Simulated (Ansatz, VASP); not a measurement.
# One calculation of Sb, two programs

```
Sb
1.0
     3.43744    0.00000    0.00000
    -1.71872    2.97691    0.00000
     0.00000    0.00000   11.86439
Sb
4
Direct
  0.00000 0.00000 0.00000
  0.00000 0.00000 0.50000
  0.33333 0.66667 0.25000
  0.66667 0.33333 0.75000
```

Alike in both runs: task single point; functional BLYP; k mesh 12 × 12 × 3; occupations fermi-dirac, width 0.1 eV; no spin polarisation.

|  | VASP | Ansatz |
| --- | --- | --- |
| version | VASP 6.6.1 | Ansatz 0.2.0 |
| potentials or method | VASP PAW PBE potentials, release 64 (Sb), cutoff 520 eV | plane waves (420 eV) with PAW, scalar-relativistic |
| valence electrons in the cell | 20 | 60 |

Ansatz gave:

- pressure (GPa): 0.0
- traceless stress, the component that is largest in VASP (GPa): -0.20

Question: Which values does VASP return?

Answer: Pressure (GPa): 0.1; traceless stress, the component that is largest in VASP (GPa): -0.22.

VASP's potentials were made for PBE, not for BLYP. VASP's potentials hold 20 valence electrons a cell and Ansatz's 60, so a difference there can come from the potentials and not from the codes.

Spin-orbit coupling is off throughout.
